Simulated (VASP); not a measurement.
Input of a VASP 6.6.1 run:

The input INCAR:

```
SYSTEM = TaN
  PREC = Accurate
  ENCUT = 520
  EDIFF = 1E-7
  ISMEAR = -1
  SIGMA = 0.02
  LREAL = .FALSE.
  LASPH = .TRUE.
  NELM = 80
  ALGO = Normal
  ISIF = 2
  LWAVE = .FALSE.
  LCHARG = .FALSE.
  GGA = PE
  NBANDS = 15
```

KPOINTS

```
regular mesh
0
G
  12 12 10
  0 0 0
```

Contents of POSCAR:

```
TaN
1.0
    2.9379988584      0.0146899943      0.0000000000
   -1.4562775210      2.5370366506      0.0000000000
    0.0000000000      0.0000000000      2.8830000000
Ta N
1 1
Direct
    0.3333333333      0.6666666667      0.5000000000
    0.0000000000      0.0000000000      0.0000000000
```

Potentials or basis: VASP PAW PBE potentials, release 64 (Ta_pv, N).

Run with:

```console
$ cat potpaw_PBE.64/Ta_pv/POTCAR potpaw_PBE.64/N/POTCAR > POTCAR
$ mpirun -np 1 vasp_std > vasp.out
```

Question: Estimate the band gap on the k mesh.

Answer: Zero (band 8 reaches 8.60 eV, above the bottom of band 9 at 8.27 eV).

Question: What does it give for the largest force?

Answer: 0.019 eV/Å.

Question: Estimate the pressure.

Answer: 5.4 GPa.

Forces in eV/Å, atoms in the order of the input:
```
Ta   0.019  0.000  0.000
N   -0.019  0.000  0.000
```

Caveat: the cell differs from its parent crystal (xy shear strain of +1 %); spin-orbit coupling is left out, which moves the levels of the heavy elements.
